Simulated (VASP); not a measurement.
# Ca3Y (Fm-3m) in VASP: a series of runs

Ca3Y is run at these levels: LDA; tasks: single point.

All numbers are computed with VASP 6.6.1; they aren't measurements. Logs are shortened: lines on timing, memory, paths and dates and some standing lists are left out, and cuts for length are marked.

**1. The cell of the first run**

The structure is cubic, space group Fm-3m (No. 225). The conventional cell has a = 8.491 Å, b = 8.491 Å, c = 8.491 Å, α = 90.00°, β = 90.00°, γ = 90.00°. Within 4.8 Å of Ca (site symmetry -43m) lie 10 Ca at 3.68 to 4.25 Å and 4 Y at 3.68 Å. Ca (site symmetry m-3m) has 8 Ca at 3.68 Å and 6 Y at 4.25 Å within 4.8 Å. Within 4.8 Å of Y (site symmetry m-3m) lie 14 Ca at 3.68 to 4.25 Å.

**2. Single point, LDA**

Contents of INCAR:

```
SYSTEM = Ca3Y
PREC = Accurate
ENCUT = 520
EDIFF = 1E-6
ISMEAR = -1
SIGMA = 0.05
LREAL = .False.
LASPH = .True.
NELM = 60
ALGO = Normal
ISIF = 2
LWAVE = .False.
LCHARG = .True.
GGA = CA
LELF = .True.
LVHAR = .True.
NBANDS = 28
```

Contents of KPOINTS:

```
Automatic mesh
0
Gamma
  2 2 2
  0 0 0
```

Contents of POSCAR:

```
Ca3Y
1.0
    0.0000000000      4.2455650000      4.2455650000
    4.2455650000      0.0000000000      4.2455650000
    4.2455650000      4.2455650000      0.0000000000
Ca Y
3 1
Direct
    0.2500000000      0.2500000000      0.2500000000
    0.7500000000      0.7500000000      0.7500000000
    0.5000000000      0.5000000000      0.5000000000
    0.0000000000      0.0000000000      0.0000000000
```

Potentials or basis: VASP PAW LDA potentials, release 64 (Ca_sv, Y_sv).

On the command line:

```console
$ cat potpaw_LDA.64/Ca_sv/POTCAR potpaw_LDA.64/Y_sv/POTCAR > POTCAR
$ mpirun -np 1 vasp_std > vasp.out
```

OUTCAR:

```text
SYSTEM = Ca3Y
   PREC = Accurate
   ENCUT = 520
   EDIFF = 1E-6
   ISMEAR = -1
   LREAL = .False.
   LASPH = .True.
   NELM = 60
   ISIF = 2
   GGA = CA

 ion  position               nearest neighbor table
   1  0.250  0.250  0.250-   4 3.68   4 3.68   4 3.68   4 3.68
   2  0.750  0.750  0.750-   4 3.68   4 3.68   4 3.68   4 3.68
   3  0.500  0.500  0.500-
   4  0.000  0.000  0.000-   1 3.68   2 3.68   2 3.68   2 3.68   2 3.68   1 3.68   1 3.68   1 3.68

  LATTYP: Found a face centered cubic cell.
 ALAT       =     8.4911300000

  Lattice vectors:

 A1 = (   0.0000000000,   4.2455650000,   4.2455650000)
 A2 = (   4.2455650000,   0.0000000000,   4.2455650000)
 A3 = (   4.2455650000,   4.2455650000,   0.0000000000)

Analysis of symmetry for initial positions (statically):
=====================================================================
 Subroutine PRICEL returns:
 Original cell was already a primitive cell.

 Routine SETGRP: Setting up the symmetry group for a
 face centered cubic supercell.

 Subroutine GETGRP returns: Found 48 space group operations
 (whereof 48 operations were pure point group operations)
 out of a pool of 48 trial point group operations.

The static configuration has the point symmetry O_h .

Analysis of symmetry for dynamics (positions and initial velocities):
=====================================================================
 Subroutine PRICEL returns:
 Original cell was already a primitive cell.

 Routine SETGRP: Setting up the symmetry group for a
 face centered cubic supercell.

 Subroutine GETGRP returns: Found 48 space group operations
 (whereof 48 operations were pure point group operations)
 out of a pool of 48 trial point group operations.

The dynamic configuration has the point symmetry O_h .

 Subroutine INISYM returns: Found 48 space group operations
 (whereof 48 operations are pure point group operations),
 and found     1 'primitive' translations

----------------------------------------------------------------------------------------

                                     Primitive cell

  volume of cell :     153.0511

  direct lattice vectors                    reciprocal lattice vectors
     0.000000000  4.245565000  4.245565000    -0.117769955  0.117769955  0.117769955
     4.245565000  0.000000000  4.245565000     0.117769955 -0.117769955  0.117769955
     4.245565000  4.245565000  0.000000000     0.117769955  0.117769955 -0.117769955

  length of vectors
     6.004135603  6.004135603  6.004135603     0.203983546  0.203983546  0.203983546

  position of ions in fractional coordinates (direct lattice)
     0.250000000  0.250000000  0.250000000
     0.750000000  0.750000000  0.750000000
     0.500000000  0.500000000  0.500000000
     0.000000000  0.000000000  0.000000000

  ion indices of the primitive-cell ions
   primitive index   ion index
                 1           1
                 2           2
                 3           3
                 4           4

----------------------------------------------------------------------------------------

 KPOINTS: Automatic mesh

Automatic generation of k-mesh.
 Grid dimensions read from file:
 generate k-points for:    2    2    2

 Generating k-lattice:

  Cartesian coordinates                     Fractional coordinates (reciprocal lattice)
    -0.058884978  0.058884978  0.058884978     0.500000000  0.000000000  0.000000000
     0.058884978 -0.058884978  0.058884978     0.000000000  0.500000000  0.000000000
     0.058884978  0.058884978 -0.058884978     0.000000000  0.000000000  0.500000000

  Length of vectors
     0.101991773  0.101991773  0.101991773

  Shift w.r.t. Gamma in fractional coordinates (k-lattice)
     0.000000000  0.000000000  0.000000000

 Subroutine IBZKPT returns following result:
 ===========================================

 Found      3 irreducible k-points:

 Following reciprocal coordinates:
            Coordinates               Weight
  0.000000  0.000000  0.000000      1.000000
  0.500000  0.000000  0.000000      4.000000
  0.500000  0.500000  0.000000      3.000000
   k-points           NKPTS =      3   k-points in BZ     NKDIM =      3   number of bands    NBANDS=     28
   number of dos      NEDOS =    301   number of ions     NIONS =      4
   total plane-waves  NPLWV = 110592
   dimension x,y,z NGX =    48 NGY =   48 NGZ =   48
   dimension x,y,z NGXF=    96 NGYF=   96 NGZF=   96
   ions per type =               3   1
   NGX,Y,Z   is equivalent  to a cutoff of  13.29, 13.29, 13.29 a.u.
   NGXF,Y,Z  is equivalent  to a cutoff of  26.58, 26.58, 26.58 a.u.
 SYSTEM =  Ca3Y
   PREC   = accura    normal or accurate (medium, high low for compatibility)
   ISTART =      0    job   : 0-new  1-cont  2-samecut
   ICHARG =      2    charge: 1-file 2-atom 10-const
   ISPIN  =      1    spin polarized calculation?
   LNONCOLLINEAR =      F non collinear calculations
   LSORBIT =      F    spin-orbit coupling
   LASPH  =      T    aspherical Exc in radial PAW
   ENCUT  =  520.0 eV  38.22 Ry    6.18 a.u.  11.16 11.16 11.16*2*pi/ulx,y,z
   NELM   =     60;   NELMIN=  2; NELMDL= -5     # of ELM steps
   EDIFF  = 0.1E-05   stopping-criterion for ELM
   LREAL  =      F    real-space projection
   EDIFFG = 0.1E-04   stopping-criterion for IOM
   NSW    =      0    number of steps for IOM
   IBRION =     -1    ionic relax: 0-MD 1-quasi-New 2-CG
   NFREE  =      0    steps in history (QN), initial steepest desc. (CG)
   ISIF   =      2    stress and relaxation
   ISYM   =      2    0-nonsym 1-usesym 2-fastsym
   POTIM  = 0.5000    time-step for ionic-motion
   TEBEG  =    0.0;   TEEND  =   0.0 temperature during run
   PSTRESS=    0.0 pullay stress
   NELECT =      41.0000    total number of electrons
   NUPDOWN=      -1.0000    fix difference up-down
   EMIN   =  10.00;   EMAX   =-10.00  energy-range for DOS
   EFERMI =   0.00;   METHOD = LEGACY
   ISMEAR =    -1;   SIGMA  =   0.05  broadening in eV -4-tet -1-fermi 0-gaus
   EFERMI_NEDOS =   21; number of points for ismear=-14 and -15
   IALGO  =     38    algorithm
   IMIX   =      4    mixing-type and parameters
     AMIX     =   0.40;   BMIX     =  1.00
     AMIX_MAG =   1.60;   BMIX_MAG =  1.00
  volume/ion in A,a.u.               =      38.26       258.21
  Fermi-wavevector in a.u.,A,eV,Ry     =   1.055336  1.994295 15.153263  1.113733
  Thomas-Fermi vector in A             =   2.190530
   LORBIT       =      0    0 simple, 1 ext, 2 COOP (PROOUT), +10 PAW based schemes
   GGA     = CA    functional components
   LHFCALC =     F    Hartree Fock is set to
   AEXX    =    0.0000 exact exchange contribution
   IVDW    =     0    specifies the selected vdW correction
   LEPSILON=     F    determine dielectric tensor
   LRPA    =     F    only Hartree local field effects (RPA)
 non-spin polarized calculation
  energy-cutoff  :      520.00
  volume of cell :      153.05
 maximum number of plane-waves:      4140
 NGX is ok and might be reduce to    48
   NGX = 23   NGY = 23   NGZ = 23

 number of electron      40.9999996 magnetization

 Free energy of the ion-electron system (eV)
  ---------------------------------------------------
  ext. energy  EPLUGINS =         0.00000000
  ---------------------------------------------------
  free energy    TOTEN  =       -12.61345396 eV

  energy without entropy =      -12.53099125  energy(sigma->0) =      -12.57222260

 E-fermi :   2.3721     XC(G=0):  -8.4753

 val. band max:        2.1769058547   @ k =   0.0000   0.0000   0.0000
 cond. band min:       2.4601344485   @ k =   0.5000   0.5000   0.0000
 fundamental gap:      0.2832285938
 Fermi energy:         2.3721129812

 k-point     1 :       0.0000    0.0000    0.0000
  band No.  band energies     occupation
      1     -40.7425      2.00000
      2     -39.0858      2.00000
      3     -38.9575      2.00000
      4     -38.9548      2.00000
      5     -20.8474      2.00000
      6     -20.8474      2.00000
      7     -20.8474      2.00000
      8     -20.4025      2.00000
      9     -20.4025      2.00000
     10     -20.4025      2.00000
     11     -20.2786      2.00000
     12     -20.2786      2.00000
     13     -20.2786      2.00000
     14     -20.2242      2.00000
     15     -20.2242      2.00000
     16     -20.2242      2.00000
     17      -2.0692      2.00000
     18       1.8317      1.99996
     19       1.8317      1.99996
     20       2.1769      1.96048
     21       2.1769      1.96048
     22       2.1769      1.96048
     23       2.6800      0.00423
     24       2.6800      0.00423
     25       2.6800      0.00423
     26       4.4043      0.00000
     27       4.4043      0.00000
     28       4.4043      0.00000

 k-point     2 :       0.5000    0.0000    0.0000
  band No.  band energies     occupation
      1     -40.7424      2.00000
      2     -39.0844      2.00000
      3     -38.9572      2.00000
      4     -38.9568      2.00000
      5     -20.8508      2.00000
      6     -20.8508      2.00000
      7     -20.8470      2.00000
      8     -20.4117      2.00000
      9     -20.4117      2.00000
     10     -20.4021      2.00000
     11     -20.2584      2.00000
     12     -20.2530      2.00000
     13     -20.2530      2.00000
     14     -20.2483      2.00000
     15     -20.2374      2.00000
     16     -20.2374      2.00000
     17      -0.4390      2.00000
     18      -0.2114      2.00000
     19       2.0305      1.99785
     20       2.0305      1.99785
     21       2.4667      0.26209
     22       2.4667      0.26209
     23       2.5407      0.06638
     24       2.9802      0.00001
     25       2.9802      0.00001
     26       3.0781      0.00000
     27       3.5997      0.00000
     28       3.5997      0.00000

 k-point     3 :       0.5000    0.5000    0.0000
  band No.  band energies     occupation
      1     -40.7423      2.00000
      2     -39.0839      2.00000
      3     -38.9580      2.00000
      4     -38.9564      2.00000
      5     -20.8573      2.00000
      6     -20.8573      2.00000
      7     -20.8422      2.00000
      8     -20.4144      2.00000
      9     -20.4144      2.00000
     10     -20.3840      2.00000
     11     -20.2856      2.00000
     12     -20.2478      2.00000
     13     -20.2478      2.00000
     14     -20.2447      2.00000
     15     -20.2331      2.00000
     16     -20.2331      2.00000
     17       0.0486      2.00000
     18       0.2822      2.00000
     19       0.9796      2.00000
     20       1.0494      2.00000
     21       2.4601      0.29347
     22       2.4601      0.29347
     23       3.0750      0.00000
     24       3.0867      0.00000
     25       3.0867      0.00000
     26       3.6754      0.00000
     27       4.2022      0.00000
     28       4.2024      0.00000

------------------------ aborting loop because EDIFF is reached ----------------------------------------

  FORCE on cell =-STRESS in cart. coord.  units (eV):
  Direction    XX          YY          ZZ          XY          YZ          ZX
  --------------------------------------------------------------------------------------
  -------------------------------------------------------------------------------------
  Total       -2.6284751     -2.6284751     -2.6284751      0.0000000      0.0000000      0.0000000
  in kB      -27.5155355    -27.5155355    -27.5155355      0.0000000      0.0000000      0.0000000
  external PRESSURE =     -27.5155355 kB  Pullay stress =       0.0000000 kB

 VOLUME and BASIS-vectors are now :
 -----------------------------------------------------------------------------
  energy-cutoff  :      520.00
  volume of cell :      153.05
      direct lattice vectors                 reciprocal lattice vectors
     0.000000000  4.245565000  4.245565000    -0.117769955  0.117769955  0.117769955
     4.245565000  0.000000000  4.245565000     0.117769955 -0.117769955  0.117769955
     4.245565000  4.245565000  0.000000000     0.117769955  0.117769955 -0.117769955

 POSITION                                       TOTAL-FORCE (eV/Angst)
 -----------------------------------------------------------------------------------
      2.12278      2.12278      2.12278        -0.000000     -0.000000      0.000000
      6.36835      6.36835      6.36835        -0.000000      0.000000     -0.000000
      4.24557      4.24557      4.24557         0.000000      0.000000      0.000000
      0.00000      0.00000      0.00000         0.000000     -0.000000      0.000000
 -----------------------------------------------------------------------------------
    total drift:                               -0.000000     -0.000000     -0.000000

  FREE ENERGIE OF THE ION-ELECTRON SYSTEM (eV)
  ---------------------------------------------------
  free  energy   TOTEN  =       -12.6134539565 eV

  energy  without entropy=      -12.5309912481  energy(sigma->0) =      -12.57222260
```

Run time: 21 s. Hardware: 1 thread of Intel Xeon Platinum 8259CL at 2.50GHz (Skylake/Cascade Lake), shared host; peak memory 0.25 GiB.

Results:

```yaml
Free_energy: -12.6135 eV
Pressure: -2.8 GPa
Band_gap_on_the_k_mesh: zero (an odd number of electrons rules out a gap without spin polarisation)
```

Caveat: the k points lie up to 0.64 Å⁻¹ apart, too coarse for converged energies and pressures of a metal.

**3. Single point, LDA**

Contents of INCAR:

```
PREC     = Accurate       # precision mode
ENCUT    = 520            # plane-wave cutoff, eV
EDIFF    = 1E-6           # SCF threshold, eV
ISMEAR   = -1             # smearing method
SIGMA    = 0.05           # smearing width, eV
LREAL    = F              # projectors in reciprocal space
LASPH    = T              # aspherical terms in the spheres
NELM     = 80             # most SCF steps
ALGO     = Normal         # electronic algorithm
ISIF     = 2              # what is computed and relaxed
LWAVE    = F              # write WAVECAR
LCHARG   = F              # write CHGCAR
NBANDS   = 28             # bands
```

Contents of KPOINTS:

```
regular mesh
0
Gamma
  3 3 3
```

POSCAR is that of step 2.

Potentials or basis: VASP PAW LDA potentials, release 64 (Ca_sv, Y_sv).

On the command line:

```console
$ cat potpaw_LDA.64/Ca_sv/POTCAR potpaw_LDA.64/Y_sv/POTCAR > POTCAR
$ mpirun -np 1 vasp_std > vasp.out
```

It took 26 s on 1 thread of Intel Xeon Platinum 8259CL at 2.50GHz (Skylake/Cascade Lake), shared host; peak memory 0.25 GiB.

It converged, with:

```yaml
Free_energy: -12.9364 eV
Pressure: -2.2 GPa
Band_gap_on_the_k_mesh: zero (an odd number of electrons rules out a gap without spin polarisation)
```

Levels at points of the mesh, in eV from the Fermi level:
```csv
k point,band 16,band 17,band 18,band 19,band 20,band 21,band 22,band 23,band 24,band 25
"(0.00, 0.00, 0.00)",-22.42,-4.30,-0.42,-0.42,-0.09,-0.09,-0.09,0.46,0.46,0.46
```

Caveat: the k points lie up to 0.43 Å⁻¹ apart, too coarse for converged energies and pressures of a metal.

**4. Single point, LDA**

Contents of INCAR:

```
PREC = Accurate
ENCUT = 520
EDIFF = 1E-7
ISMEAR = -1
SIGMA = 0.05
LREAL = False
LASPH = True
NELM = 60
ALGO = Normal
ISIF = 2
LWAVE = False
LCHARG = False
NBANDS = 28
```

Contents of KPOINTS:

```
Automatic mesh
0
Gamma
  4 4 4
```

POSCAR is that of step 3.

On the command line:

```console
$ cat potpaw_LDA.64/Ca_sv/POTCAR potpaw_LDA.64/Y_sv/POTCAR > POTCAR
$ mpirun -np 1 vasp_std > vasp.out
```

It took 46 s on 1 thread of Intel Xeon Platinum 8259CL at 2.50GHz (Skylake/Cascade Lake), shared host; peak memory 0.26 GiB.

It converged, with:

- Free energy: -13.0065 eV
- Pressure: -2.2 GPa
- Band gap on the k mesh: zero (an odd number of electrons rules out a gap without spin polarisation)

Levels at points of the mesh, in eV from the Fermi level:
```tsv
k point	band 17	band 18	band 19	band 20	band 21	band 22	band 23	band 24
(0.00, 0.00, 0.00)	-4.26	-0.39	-0.39	-0.06	-0.06	-0.06	0.50	0.50
(0.50, 0.00, 0.00)	-2.65	-2.39	-0.20	-0.20	0.27	0.28	0.28	0.70
(0.50, 0.50, 0.00)	-2.16	-1.90	-1.23	-1.16	0.27	0.27	0.80	0.81
```

**5. Overview**

| k mesh | gap on the mesh (eV) | pressure (GPa) |
| --- | --- | --- |
| 2 × 2 × 2 | none | -2.8 |
| 3 × 3 × 3 | none | -2.2 |
| 4 × 4 × 4 | none | -2.2 |

Alike in all rows: task single point; level LDA; potentials or basis VASP PAW LDA potentials, release 64 (Ca_sv, Y_sv); no spin polarisation; cell as given; cutoff (eV) 520; smearing fermi-dirac 0.05 eV.

Caveats: some runs use coarse meshes.

Absolute energies hang on the potentials; compare differences alone.

The gap in the log of VASP goes by the Fermi energy; the results here count the filled bands.